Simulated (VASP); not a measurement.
# ZnO in VASP: single point with PBEsol

Aim: the single point of ZnO with PBEsol.

Program: VASP 6.6.1. These are calculated values, not measurements. Logs are shortened: lines on timing, memory, paths and dates and some standing lists are left out, and cuts for length are marked.

## Step 1: The cell of the first run

The cell holds a slab with vacuum, 16 atoms: a = 3.230 Å, b = 5.214 Å, c = 24.324 Å, α = 90.00°, β = 90.00°, γ = 90.00°.

## Step 2: Single point, PBEsol

The input, INCAR:

```
SYSTEM = ZnO
PREC     = Accurate       ! precision mode
ENCUT    = 520            ! plane-wave cutoff, eV
EDIFF    = 1E-7           ! SCF threshold, eV
ISMEAR   = 0              ! smearing method
SIGMA    = 0.05           ! smearing width, eV
LREAL    = Auto         
LASPH    = .TRUE.         ! aspherical terms in the spheres
NELM     = 80             ! most SCF steps
ALGO     = Normal         ! electronic algorithm
ISIF     = 2              ! what is computed and relaxed
LWAVE    = .FALSE.        ! write WAVECAR
LCHARG   = .FALSE.        ! write CHGCAR
LDIPOL   = .TRUE.       
IDIPOL   = 3            
DIPOL    = 0.5 0.5 0.500
GGA      = PS             ! functional
NBANDS   = 86             ! bands
```

The input, KPOINTS:

```
regular mesh
0
G
  8 5 1
  0 0 0
```

The input, POSCAR:

```
ZnO
1.0
    3.2300235105      0.0000000000      0.0000000000
    0.0000000000      5.2142972728      0.0000000000
    0.0000000000      0.0000000000     24.3242747163
Zn O
8 8
Direct
    0.0000000000      0.9643529783      0.3233723771
    0.5000000000      0.5023272811      0.3418554077
    0.5000000000      1.0015624504      0.4265783394
    0.0000000000      0.5067486076      0.4596577535
    0.0000000000      1.0067485810      0.5403422436
    0.5000000000      0.5015624030      0.5734216606
    0.5000000000      1.0023271873      0.6581445911
    0.0000000000      0.4643528690      0.6766276232
    0.0000000000      0.6182531131      0.3083552509
    0.5000000000      0.1254029328      0.3476029712
    0.5000000000      0.6255476301      0.4222250308
    0.0000000000      0.1274052874      0.4627212654
    0.0000000000      0.6274052604      0.5372787373
    0.5000000000      0.1255475805      0.5777749706
    0.5000000000      0.6254028382      0.6523970312
    0.0000000000      0.1182529997      0.6916447466
```

Potentials or basis: VASP PAW PBE potentials, release 64 (Zn, O).

Launch:

```bash
$ cat potpaw_PBE.64/Zn/POTCAR potpaw_PBE.64/O/POTCAR > POTCAR
$ mpirun -np 1 vasp_std > vasp.out
```

OUTCAR:

```text
SYSTEM = ZnO
   PREC = Accurate
   ENCUT = 520
   EDIFF = 1E-7
   ISMEAR = 0
   LREAL = Auto
   LASPH = .TRUE.
   NELM = 80
   ISIF = 2
   GGA = PS

 ion  position               nearest neighbor table
   1  0.000  0.964  0.323-   9 1.84  10 1.91  10 1.91   2 2.94   2 2.94   3 2.99   3 2.99
   2  0.500  0.502  0.342-   9 1.91   9 1.91  10 1.97  11 2.06   1 2.94   1 2.94
   3  0.500  0.002  0.427-  12 1.95  12 1.95  11 1.96  10 2.03   1 2.99   1 2.99
   4  0.000  0.507  0.460-  11 1.95  11 1.95  12 1.98  13 1.99
   5  0.000  0.007  0.540-  14 1.95  14 1.95  13 1.98  12 1.99
   6  0.500  0.502  0.573-  13 1.95  13 1.95  14 1.96  15 2.03   8 2.99   8 2.99
   7  0.500  0.002  0.658-  16 1.91  16 1.91  15 1.97  14 2.06   8 2.94   8 2.94
   8  0.000  0.464  0.677-  16 1.84  15 1.91  15 1.91   7 2.94   7 2.94   6 2.99   6 2.99
   9  0.000  0.618  0.308-   1 1.84   2 1.91   2 1.91
  10  0.500  0.125  0.348-   1 1.91   1 1.91   2 1.97   3 2.03
  11  0.500  0.626  0.422-   4 1.95   4 1.95   3 1.96   2 2.06
  12  0.000  0.127  0.463-   3 1.95   3 1.95   4 1.98   5 1.99
  13  0.000  0.627  0.537-   6 1.95   6 1.95   5 1.98   4 1.99
  14  0.500  0.126  0.578-   5 1.95   5 1.95   6 1.96   7 2.06
  15  0.500  0.625  0.652-   8 1.91   8 1.91   7 1.97   6 2.03
  16  0.000  0.118  0.692-   8 1.84   7 1.91   7 1.91

  LATTYP: Found a simple orthorhombic cell.
 ALAT       =     3.2300235105
 B/A-ratio  =     1.6143217707
 C/A-ratio  =     7.5306803920

  Lattice vectors:

 A1 = (   3.2300235105,   0.0000000000,   0.0000000000)
 A2 = (   0.0000000000,   5.2142972728,   0.0000000000)
 A3 = (   0.0000000000,   0.0000000000,  24.3242747163)

Analysis of symmetry for initial positions (statically):
=====================================================================
 Subroutine PRICEL returns:
 Original cell was already a primitive cell.

 Routine SETGRP: Setting up the symmetry group for a
 simple orthorhombic supercell.

 Subroutine GETGRP returns: Found  4 space group operations
 (whereof  2 operations were pure point group operations)
 out of a pool of  8 trial point group operations.

The static configuration has the point symmetry C_1h.
 The point group associated with its full space group is C_2v.

Analysis of symmetry for dynamics (positions and initial velocities):
=====================================================================
 Subroutine PRICEL returns:
 Original cell was already a primitive cell.

 Routine SETGRP: Setting up the symmetry group for a
 simple orthorhombic supercell.

 Subroutine GETGRP returns: Found  4 space group operations
 (whereof  2 operations were pure point group operations)
 out of a pool of  8 trial point group operations.

The dynamic configuration has the point symmetry C_1h.
 The point group associated with its full space group is C_2v.

 Subroutine INISYM returns: Found  4 space group operations
 (whereof  2 operations are pure point group operations),
 and found     1 'primitive' translations

----------------------------------------------------------------------------------------

                                     Primitive cell

  volume of cell :     409.6768

  direct lattice vectors                    reciprocal lattice vectors
     3.230023511  0.000000000  0.000000000     0.309595270  0.000000000  0.000000000
     0.000000000  5.214297273  0.000000000     0.000000000  0.191780397  0.000000000
     0.000000000  0.000000000 24.324274716     0.000000000  0.000000000  0.041111195

  length of vectors
     3.230023511  5.214297273 24.324274716     0.309595270  0.191780397  0.041111195

  position of ions in fractional coordinates (direct lattice)
     0.000000000  0.964352978  0.323372377
     0.500000000  0.502327281  0.341855408
     0.500000000  0.001562450  0.426578339
     0.000000000  0.506748608  0.459657753
     0.000000000  0.006748581  0.540342244
     0.500000000  0.501562403  0.573421661
[... 8 lines left out ...]
     0.500000000  0.625402838  0.652397031
     0.000000000  0.118253000  0.691644747

  ion indices of the primitive-cell ions
   primitive index   ion index
                 1           1
                 2           2
                 3           3
                 4           4
                 5           5
                 6           6
[... 8 lines left out ...]
                15          15
                16          16

----------------------------------------------------------------------------------------

 KPOINTS: regular mesh

Automatic generation of k-mesh.
 Grid dimensions read from file:
 generate k-points for:    8    5    1

 Generating k-lattice:

  Cartesian coordinates                     Fractional coordinates (reciprocal lattice)
     0.038699409  0.000000000  0.000000000     0.125000000  0.000000000  0.000000000
     0.000000000  0.038356079  0.000000000     0.000000000  0.200000000  0.000000000
     0.000000000  0.000000000  0.041111195     0.000000000  0.000000000  1.000000000

  Length of vectors
     0.038699409  0.038356079  0.041111195

  Shift w.r.t. Gamma in fractional coordinates (k-lattice)
     0.000000000  0.000000000  0.000000000

 Subroutine IBZKPT returns following result:
 ===========================================

 Found     15 irreducible k-points:

 Following reciprocal coordinates:
            Coordinates               Weight
  0.000000  0.000000  0.000000      1.000000
  0.125000  0.000000  0.000000      2.000000
  0.250000  0.000000  0.000000      2.000000
  0.375000  0.000000  0.000000      2.000000
  0.500000  0.000000  0.000000      1.000000
  0.000000  0.200000  0.000000      2.000000
  0.125000  0.200000  0.000000      4.000000
  0.250000  0.200000  0.000000      4.000000
  0.375000  0.200000  0.000000      4.000000
  0.500000  0.200000  0.000000      2.000000
  0.000000  0.400000  0.000000      2.000000
  0.125000  0.400000  0.000000      4.000000
  0.250000  0.400000  0.000000      4.000000
  0.375000  0.400000  0.000000      4.000000
  0.500000  0.400000  0.000000      2.000000
   k-points           NKPTS =     15   k-points in BZ     NKDIM =     15   number of bands    NBANDS=     86
   number of dos      NEDOS =    301   number of ions     NIONS =     16
   total plane-waves  NPLWV = 184320
   dimension x,y,z NGX =    24 NGY =   40 NGZ =  192
   dimension x,y,z NGXF=    48 NGYF=   80 NGZF=  384
   ions per type =               8   8
   NGX,Y,Z   is equivalent  to a cutoff of  12.35, 12.75, 13.12 a.u.
   NGXF,Y,Z  is equivalent  to a cutoff of  24.71, 25.51, 26.24 a.u.
 SYSTEM =  ZnO
   PREC   = accura    normal or accurate (medium, high low for compatibility)
   ISTART =      0    job   : 0-new  1-cont  2-samecut
   ICHARG =      2    charge: 1-file 2-atom 10-const
   ISPIN  =      1    spin polarized calculation?
   LNONCOLLINEAR =      F non collinear calculations
   LSORBIT =      F    spin-orbit coupling
   LASPH  =      T    aspherical Exc in radial PAW
   ENCUT  =  520.0 eV  38.22 Ry    6.18 a.u.   6.01  9.70 45.23*2*pi/ulx,y,z
   NELM   =     80;   NELMIN=  2; NELMDL= -5     # of ELM steps
   EDIFF  = 0.1E-06   stopping-criterion for ELM
   LREAL  =      T    real-space projection
   EDIFFG = 0.1E-05   stopping-criterion for IOM
   NSW    =      0    number of steps for IOM
   IBRION =     -1    ionic relax: 0-MD 1-quasi-New 2-CG
   NFREE  =      0    steps in history (QN), initial steepest desc. (CG)
   ISIF   =      2    stress and relaxation
   ISYM   =      2    0-nonsym 1-usesym 2-fastsym
   POTIM  = 0.5000    time-step for ionic-motion
   TEBEG  =    0.0;   TEEND  =   0.0 temperature during run
   PSTRESS=    0.0 pullay stress
   NELECT =     144.0000    total number of electrons
   NUPDOWN=      -1.0000    fix difference up-down
   EMIN   =  10.00;   EMAX   =-10.00  energy-range for DOS
   EFERMI =   0.00;   METHOD = LEGACY
   ISMEAR =     0;   SIGMA  =   0.05  broadening in eV -4-tet -1-fermi 0-gaus
   EFERMI_NEDOS =   21; number of points for ismear=-14 and -15
   IALGO  =     38    algorithm
   IMIX   =      4    mixing-type and parameters
     AMIX     =   0.40;   BMIX     =  1.00
     AMIX_MAG =   1.60;   BMIX_MAG =  1.00
  volume/ion in A,a.u.               =      25.60       172.79
  Fermi-wavevector in a.u.,A,eV,Ry     =   1.155354  2.183303 18.161651  1.334844
  Thomas-Fermi vector in A             =   2.291984
   LORBIT       =      0    0 simple, 1 ext, 2 COOP (PROOUT), +10 PAW based schemes
   GGA     = PS    functional components
   LHFCALC =     F    Hartree Fock is set to
   AEXX    =    0.0000 exact exchange contribution
   IVDW    =     0    specifies the selected vdW correction
   LEPSILON=     F    determine dielectric tensor
   LRPA    =     F    only Hartree local field effects (RPA)
 non-spin polarized calculation
 Gauss-broadening in eV      SIGMA  =   0.05
  energy-cutoff  :      520.00
  volume of cell :      409.68
 maximum number of plane-waves:     11074
   NGX = 13   NGY = 19   NGZ = 91

 dipolmoment           0.000000      0.000000     -0.000000 electrons x Angstroem

 number of electron     144.0000054 magnetization

 dipolmoment           0.000000      0.000000      0.000000 electrons x Angstroem

 Free energy of the ion-electron system (eV)
  ---------------------------------------------------
  ext. energy  EPLUGINS =         0.00000000
  ---------------------------------------------------
  free energy    TOTEN  =       -75.52255449 eV

  energy without entropy =      -75.52255449  energy(sigma->0) =      -75.52255449

 E-fermi :  -2.2525     XC(G=0):  -5.6086

 val. band max:       -2.5032746910   @ k =   0.0000   0.0000   0.0000
 cond. band min:      -1.6426909067   @ k =   0.0000   0.0000   0.0000
 fundamental gap:      0.8605837844
 Fermi energy:        -2.2525419226

 k-point     1 :       0.0000    0.0000    0.0000
  band No.  band energies     occupation
      1     -20.9383      2.00000
      2     -20.8407      2.00000
      3     -20.5867      2.00000
      4     -20.2834      2.00000
      5     -20.0702      2.00000
      6     -19.9442      2.00000
[... 76 lines left out ...]
     83       4.5059      0.00000
     84       4.5774      0.00000

 k-point     2 :       0.1250    0.0000    0.0000
  band No.  band energies     occupation
      1     -20.8787      2.00000
      2     -20.7907      2.00000
      3     -20.5454      2.00000
      4     -20.2486      2.00000
      5     -20.0425      2.00000
      6     -19.9295      2.00000
[... 1120 lines left out ...]
     83       5.4757      0.00000
     84       5.6015      0.00000

 k-point    15 :       0.5000    0.4000    0.0000
  band No.  band energies     occupation
      1     -20.4465      2.00000
      2     -20.4463      2.00000
      3     -20.1900      2.00000
      4     -20.1133      2.00000
      5     -19.9050      2.00000
      6     -19.9024      2.00000
[... 76 lines left out ...]
     83       5.5277      0.00000
     84       5.5955      0.00000
 [bands above 84 left out]

------------------------ aborting loop because EDIFF is reached ----------------------------------------

 vacuum level on the upper side and lower side of the slab       (xc-potential included)        -0.055        -0.055

  FORCE on cell =-STRESS in cart. coord.  units (eV):
  Direction    XX          YY          ZZ          XY          YZ          ZX
  --------------------------------------------------------------------------------------
  -------------------------------------------------------------------------------------
  Total        4.6728497      4.0805463      0.7423462      0.0000000      0.0000000      0.0000000
  in kB       18.2747325     15.9583328      2.9031917      0.0000000      0.0000000      0.0000000
  external PRESSURE =      12.3787523 kB  Pullay stress =       0.0000000 kB

 VOLUME and BASIS-vectors are now :
 -----------------------------------------------------------------------------
  energy-cutoff  :      520.00
  volume of cell :      409.68
      direct lattice vectors                 reciprocal lattice vectors
     3.230023511  0.000000000  0.000000000     0.309595270  0.000000000  0.000000000
     0.000000000  5.214297273  0.000000000     0.000000000  0.191780397  0.000000000
     0.000000000  0.000000000 24.324274716     0.000000000  0.000000000  0.041111195

 POSITION                                       TOTAL-FORCE (eV/Angst)
 -----------------------------------------------------------------------------------
      0.00000      5.02842      7.86580         0.000000      0.038167     -0.028484
      1.61501      2.61928      8.31538         0.000000     -0.010930      0.014418
      1.61501      0.00815     10.37621         0.000000     -0.000677     -0.014246
      0.00000      2.64234     11.18084         0.000000      0.000435      0.007819
      0.00000      0.03519     13.14343         0.000000      0.000435     -0.007819
      1.61501      2.61530     13.94807         0.000000     -0.000677      0.014246
[... 8 lines left out ...]
      1.61501      3.26104     15.86908         0.000000      0.032891     -0.020821
      0.00000      0.61661     16.82376         0.000000     -0.054482      0.090925
 -----------------------------------------------------------------------------------
    total drift:                                0.000000      0.010420      0.000039

  FREE ENERGIE OF THE ION-ELECTRON SYSTEM (eV)
  ---------------------------------------------------
  free  energy   TOTEN  =       -75.5225544929 eV

  energy  without entropy=      -75.5225544929  energy(sigma->0) =      -75.52255449

 vacuum level on the upper side and lower side of the slab         3.257         3.257
```

Run time: 40 min. Hardware: 1 thread of Intel Xeon 8259CL, shared host; peak memory 0.63 GiB.

Results:

| Quantity | Value |
| --- | --- |
| Free energy | -75.5226 eV |
| Largest force | 0.106 eV/Å |
| Band gap on the k mesh | 0.86 eV |

Forces on the atoms (eV/Å):
```
Zn   0.000  0.038 -0.028
Zn   0.000 -0.011  0.014
Zn   0.000 -0.001 -0.014
Zn   0.000  0.000  0.008
Zn   0.000  0.000 -0.008
Zn   0.000 -0.001  0.014
Zn   0.000 -0.011 -0.014
Zn   0.000  0.038  0.028
O    0.000 -0.054 -0.091
O    0.000  0.033  0.021
O    0.000 -0.013 -0.035
O    0.000  0.008  0.021
O    0.000  0.008 -0.021
O    0.000 -0.013  0.035
O    0.000  0.033 -0.021
O    0.000 -0.054  0.091
```

Levels at points of the mesh, in eV from the valence-band top:
```
           k point  band 69  band 70  band 71  band 72  band 73  band 74  band 75  band 76
(0.00, 0.00, 0.00)    -0.40    -0.33    -0.05     0.00     0.86     1.78     2.95     4.11
(0.50, 0.00, 0.00)    -1.33    -1.12    -0.95    -0.94     4.92     5.02     5.50     5.53
```

Caveat: the PAW data sets were made with another functional, which shifts forces and pressure a little.
